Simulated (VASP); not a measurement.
# W (Im-3m) in VASP: a series of runs, part 2 of 2

VASP 6.6.1. Earlier steps stand in the parts before.

### 5 Single point, LDA, non-collinear spin, zero start, spin-orbit coupling

This run uses another cell than the first one, of 15.21 Å³/atom, 0.923 times its volume.

File INCAR:

```
PREC = Accurate
ENCUT = 520
EDIFF = 1E-6
ISMEAR = -1
SIGMA = 0.05
LREAL = F
LASPH = T
NELM = 150
ALGO = Fast
ISIF = 2
LWAVE = F
LCHARG = T
LNONCOLLINEAR = T
MAGMOM = 0 0 0
LORBIT = 11
LSORBIT = T
GGA_COMPAT = F
LORBMOM = T
LMAXMIX = 4
LVHAR = T
NBANDS = 25
```

File KPOINTS:

```
Automatic mesh
0
Gamma
  12 12 12
```

File POSCAR:

```
W
1.0
   -1.5609593379      1.5609593379      1.5609593379
    1.5609593379     -1.5609593379      1.5609593379
    1.5609593379      1.5609593379     -1.5609593379
W
1
Direct
    0.0000000000      0.0000000000      0.0000000000
```

Potentials or basis: VASP PAW LDA potentials, release 64 (W_sv).

Launch:

```sh
> cat potpaw_LDA.64/W_sv/POTCAR > POTCAR
> mpirun -np 1 vasp_ncl > vasp.out
```

OUTCAR:

```text
PREC = Accurate
   ENCUT = 520
   EDIFF = 1E-6
   ISMEAR = -1
   LREAL = F
   LASPH = T
   NELM = 150
   ISIF = 2
   LNONCOLLINEAR = T
   LORBIT = 11
   LSORBIT = T

 ion  position               nearest neighbor table
   1  0.000  0.000  0.000-

  LATTYP: Found a body centered cubic cell.
 ALAT       =     3.1219186758

  Lattice vectors:

 A1 = (  -1.5609593379,   1.5609593379,   1.5609593379)
 A2 = (   1.5609593379,  -1.5609593379,   1.5609593379)
 A3 = (   1.5609593379,   1.5609593379,  -1.5609593379)

Analysis of symmetry for initial positions (statically):
=====================================================================
 Subroutine PRICEL returns:
 Original cell was already a primitive cell.

 Routine SETGRP: Setting up the symmetry group for a
 body centered cubic supercell.

 Subroutine GETGRP returns: Found 48 space group operations
 (whereof 48 operations were pure point group operations)
 out of a pool of 48 trial point group operations.

The static configuration has the point symmetry O_h .

Analysis of symmetry for dynamics (positions and initial velocities):
=====================================================================
 Subroutine PRICEL returns:
 Original cell was already a primitive cell.

 Routine SETGRP: Setting up the symmetry group for a
 body centered cubic supercell.

 Subroutine GETGRP returns: Found 48 space group operations
 (whereof 48 operations were pure point group operations)
 out of a pool of 48 trial point group operations.

The dynamic configuration has the point symmetry O_h .

Analysis of structural, dynamic, and magnetic symmetry:
=====================================================================
 Subroutine PRICEL returns:
 Original cell was already a primitive cell.

 Routine SETGRP: Setting up the symmetry group for a
 body centered cubic supercell.

 Subroutine GETGRP returns: Found 48 space group operations
 (whereof 48 operations were pure point group operations)
 out of a pool of 48 trial point group operations.

The overall configuration has the point symmetry O_h .

 Subroutine INISYM returns: Found 48 space group operations
 (whereof 48 operations are pure point group operations),
 and found     1 'primitive' translations

----------------------------------------------------------------------------------------

                                     Primitive cell

  volume of cell :      15.2137

  direct lattice vectors                    reciprocal lattice vectors
    -1.560959338  1.560959338  1.560959338     0.000000000  0.320315839  0.320315839
     1.560959338 -1.560959338  1.560959338     0.320315839  0.000000000  0.320315839
     1.560959338  1.560959338 -1.560959338     0.320315839  0.320315839  0.000000000

  length of vectors
     2.703660882  2.703660882  2.703660882     0.452995004  0.452995004  0.452995004

  position of ions in fractional coordinates (direct lattice)
     0.000000000  0.000000000  0.000000000

  ion indices of the primitive-cell ions
   primitive index   ion index
                 1           1

----------------------------------------------------------------------------------------

 KPOINTS: Automatic mesh

Automatic generation of k-mesh.
 Grid dimensions read from file:
[... 88 lines left out ...]
  Thomas-Fermi vector in A             =   2.690751
   LORBIT       =     11    0 simple, 1 ext, 2 COOP (PROOUT), +10 PAW based schemes
   GGA     = CA    functional components
   LHFCALC =     F    Hartree Fock is set to
   AEXX    =    0.0000 exact exchange contribution
   IVDW    =     0    specifies the selected vdW correction
   LEPSILON=     F    determine dielectric tensor
   LRPA    =     F    only Hartree local field effects (RPA)
 RMM-DIIS sequential band-by-band and
  energy-cutoff  :      520.00
  volume of cell :       15.21
 maximum number of plane-waves:       840
   NGX =  9   NGY =  9   NGZ =  9

 number of electron      14.0000003 magnetization       0.0000000      0.0000000     -0.0000000

 number of electron      14.0000003 magnetization      -0.0000000     -0.0000000     -0.0000000

 number of electron      14.0000003 magnetization       0.0000000      0.0000000      0.0000000

 Free energy of the ion-electron system (eV)
  ---------------------------------------------------
  ext. energy  EPLUGINS =         0.00000000
  ---------------------------------------------------
  free energy    TOTEN  =       -14.93689334 eV

  energy without entropy =      -14.93213592  energy(sigma->0) =      -14.93451463

 E-fermi :  11.9585     XC(G=0): -14.0581

 val. band max:       11.9015222578   @ k =   0.4167   0.0833   0.0833
 cond. band min:      11.9633905691   @ k =   0.4167   0.0000   0.0000
 fundamental gap:      0.0618683113
 Fermi energy:        11.9585125966

 k-point     1 :       0.0000    0.0000    0.0000
  band No.  band energies     occupation
      1     -61.7654      1.00000
      2     -61.7654      1.00000
      3     -31.6334      1.00000
      4     -31.6334      1.00000
      5     -22.5873      1.00000
      6     -22.5873      1.00000
[... 661 lines left out ...]
     24      24.3947      0.00000
     25      28.7677      0.00000

 [... further k-points ...]
[... 5 lines left out ...]
  --------------------------------------------------------------------------------------
  -------------------------------------------------------------------------------------
  Total        0.6585832      0.6585832      0.6585832      0.0000000      0.0000000     -0.0000000
  in kB       69.3563862     69.3563862     69.3563862      0.0000000      0.0000000     -0.0000000
  external PRESSURE =      69.3563862 kB  Pullay stress =       0.0000000 kB

 VOLUME and BASIS-vectors are now :
 -----------------------------------------------------------------------------
  energy-cutoff  :      520.00
  volume of cell :       15.21
      direct lattice vectors                 reciprocal lattice vectors
    -1.560959338  1.560959338  1.560959338     0.000000000  0.320315839  0.320315839
     1.560959338 -1.560959338  1.560959338     0.320315839  0.000000000  0.320315839
     1.560959338  1.560959338 -1.560959338     0.320315839  0.320315839  0.000000000

 POSITION                                       TOTAL-FORCE (eV/Angst)
 -----------------------------------------------------------------------------------
      0.00000      0.00000      0.00000        -0.000000      0.000000     -0.000000
 -----------------------------------------------------------------------------------
    total drift:                                0.000000     -0.000000      0.000000

  FREE ENERGIE OF THE ION-ELECTRON SYSTEM (eV)
  ---------------------------------------------------
  free  energy   TOTEN  =       -14.9368933442 eV

  energy  without entropy=      -14.9321359197  energy(sigma->0) =      -14.93451463

 orbital moment (x)

 # of ion     p       d       tot
 ----------------------------------------
  1         0.000   0.000   0.000
 ----------------------------------------
            0.000   0.000   0.000

 orbital moment (y)

 # of ion     p       d       tot
 ----------------------------------------
  1         0.000  -0.000  -0.000
 ----------------------------------------
            0.000  -0.000  -0.000

 orbital moment (z)

 # of ion     p       d       tot
 ----------------------------------------
  1         0.000   0.000   0.000
 ----------------------------------------
            0.000   0.000   0.000

 Spin-Orbit-Coupling matrix elements

 Ion:    1  E_soc:     -1.6520266
 l=   1
     0.0000000    -0.2327848    -0.2327848
    -0.2327848     0.0000000    -0.2327848
    -0.2327848    -0.2327848     0.0000000
 l=   2
     0.0000000    -0.0107995     0.0000000    -0.0107995    -0.0317534
    -0.0107995     0.0000000    -0.0238151    -0.0107995    -0.0079384
     0.0000000    -0.0238151     0.0000000    -0.0238151     0.0000000
    -0.0107995    -0.0107995    -0.0238151     0.0000000    -0.0079384
    -0.0317534    -0.0079384     0.0000000    -0.0079384     0.0000000
 l=   3
     0.0000000     0.0000000     0.0000000     0.0000000     0.0000000     0.0000000     0.0000000
     0.0000000     0.0000000     0.0000000     0.0000000     0.0000000     0.0000000     0.0000000
     0.0000000     0.0000000     0.0000000     0.0000000     0.0000000     0.0000000     0.0000000
     0.0000000     0.0000000     0.0000000     0.0000000     0.0000000     0.0000000     0.0000000
     0.0000000     0.0000000     0.0000000     0.0000000     0.0000000     0.0000000     0.0000000
     0.0000000     0.0000000     0.0000000     0.0000000     0.0000000     0.0000000     0.0000000
     0.0000000     0.0000000     0.0000000     0.0000000     0.0000000     0.0000000     0.0000000

 total charge

# of ion       s       p       d       tot
------------------------------------------
    1        2.416   6.355   3.471  12.243

 magnetization (x)

# of ion       s       p       d       tot
------------------------------------------
    1       -0.000  -0.000   0.000  -0.000

 magnetization (y)

# of ion       s       p       d       tot
------------------------------------------
    1        0.000  -0.000  -0.000  -0.000

 magnetization (z)

# of ion       s       p       d       tot
------------------------------------------
    1        0.000   0.000   0.000   0.000
```

OSZICAR:

```text
N       E                     dE             d eps       ncg     rms          rms(c)
DAV:   1     0.138084972678E+03    0.13808E+03   -0.74248E+03  3616   0.131E+03
DAV:   2    -0.107263478840E+02   -0.14881E+03   -0.14313E+03  4017   0.411E+02
DAV:   3    -0.155598883658E+02   -0.48335E+01   -0.47783E+01  3930   0.743E+01
DAV:   4    -0.155924812319E+02   -0.32593E-01   -0.32583E-01  4114   0.632E+00
DAV:   5    -0.155928052365E+02   -0.32400E-03   -0.32400E-03  3982   0.607E-01    0.226E+01
RMM:   6    -0.150751562727E+02    0.51765E+00   -0.41207E-01  3889   0.603E+00    0.960E+00
RMM:   7    -0.149413361492E+02    0.13382E+00   -0.27555E-01  3944   0.490E+00    0.217E+00
RMM:   8    -0.149395741443E+02    0.17620E-02   -0.10182E-02  4381   0.123E+00    0.465E-01
RMM:   9    -0.149370989569E+02    0.24752E-02   -0.33454E-03  4363   0.676E-01    0.320E-01
RMM:  10    -0.149368972520E+02    0.20170E-03   -0.36838E-04  4278   0.232E-01    0.542E-02
RMM:  11    -0.149368921871E+02    0.50649E-05   -0.10959E-04  4442   0.129E-01    0.287E-02
RMM:  12    -0.149368933833E+02   -0.11962E-05   -0.13241E-05  4462   0.493E-02    0.160E-02
RMM:  13    -0.149368933442E+02    0.39097E-07   -0.24317E-06  3779   0.203E-02
   1 F= -.14936893E+02 E0= -.14934515E+02  d E =-.475742E-02  mag=    -0.0000    -0.0000    -0.0000
```

Run time: 47 s. Hardware: 1 thread of Intel Xeon Platinum 8259CL at 2.50GHz (Skylake/Cascade Lake), shared host; peak memory 0.17 GiB.

What came out:

```
Free energy                                           : -14.9369 eV
Pressure                                              : 6.9 GPa
Net moment                                            : 0.00 μB per cell
Valence electrons inside the program's atomic spheres : W 12.24
```

Moments on the atoms (μB; x, y, z):
```
W   0.00 0.00 0.00
```

### 6 Overview

| level | potentials or basis | spin | cell | gap on the mesh (eV) | pressure (GPa) | moment (μB) |
| --- | --- | --- | --- | --- | --- | --- |
| r2SCAN+rVV10 | VASP PAW PBE potentials, release 64 (W_sv) | off | a = 2.777 Å, angles 109.5°, 1 atom | none | -10.8 | - |
| r2SCAN+rVV10 | VASP PAW PBE potentials, release 64 (W_sv) | off | a = 2.794 Å, angles 109.5°, 1 atom | none | -16.0 | - |
| LDA | VASP PAW LDA potentials, release 64 (W_sv) | non-collinear, zero start, SOC | a = 2.685 Å, angles 109.5°, 1 atom | - | 14.6 | 0.00 |
| LDA | VASP PAW LDA potentials, release 64 (W_sv) | non-collinear, zero start, SOC | a = 2.704 Å, angles 109.5°, 1 atom | - | 6.9 | 0.00 |

Alike in all rows: task single point; k mesh 12 × 12 × 12; cutoff (eV) 520; smearing fermi-dirac 0.05 eV.

Caveats: the PAW data sets were made with another functional, which shifts forces and pressure a little (some runs); spin-orbit coupling is left out, which moves the levels of the heavy elements (some runs).

Absolute energies hang on the potentials; compare differences alone.
